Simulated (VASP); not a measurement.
Write the native input for VASP 6.6.1 that does the following.

* Task: single point
* Functional: PBEsol
* Potentials or basis: VASP PAW PBE potentials, release 64 (Au)
* Cutoff: 520 eV
* k mesh: 13 × 13 × 7
* Occupations: fermi-dirac, width 0.1 eV
* Spin: no spin polarisation
* Dipole correction: no
* Further INCAR settings: ALGO = Normal; EDIFF = 1e-06; NBANDS = 18

The structure of Au lies in POSCAR:

```
Au
1.0
    2.8644931134      0.0000000000      0.0000000000
   -1.4322465567      2.4807238052      0.0000000000
    0.0000000000      0.0000000000      4.7899162086
Au
2
Direct
    0.3333333333      0.6666666667      0.2500000000
    0.6666666667      0.3333333333      0.7500000000
```

One way to write it, as run:

INCAR

```
  PREC = Accurate
  ENCUT = 520
  EDIFF = 1E-6
  ISMEAR = -1
  SIGMA = 0.1
  LREAL = F
  LASPH = T
  NELM = 80
  ALGO = Normal
  ISIF = 2
  LWAVE = F
  LCHARG = F
  GGA = PS
  NBANDS = 18
```

KPOINTS

```
regular mesh
0
Gamma
  13 13 7
```

Potentials or basis: VASP PAW PBE potentials, release 64 (Au).

The run is started by

```bash
$ cat potpaw_PBE.64/Au/POTCAR > POTCAR
$ mpirun -np 1 vasp_std > vasp.out
```

Results of the run:

| Quantity | Value |
| --- | --- |
| Pressure | -0.3 GPa |
| Band gap on the k mesh | zero (band 11 reaches 12.31 eV, above the bottom of band 12 at 6.79 eV) |

Caveat: the PAW data sets were made with another functional, which shifts forces and pressure a little; spin-orbit coupling is left out, which moves the levels of the heavy elements.

Wall time 13 s on 1 thread of Intel(R) Xeon(R) 6975P-C (Granite Rapids) (shared host), peak memory 0.18 GiB.
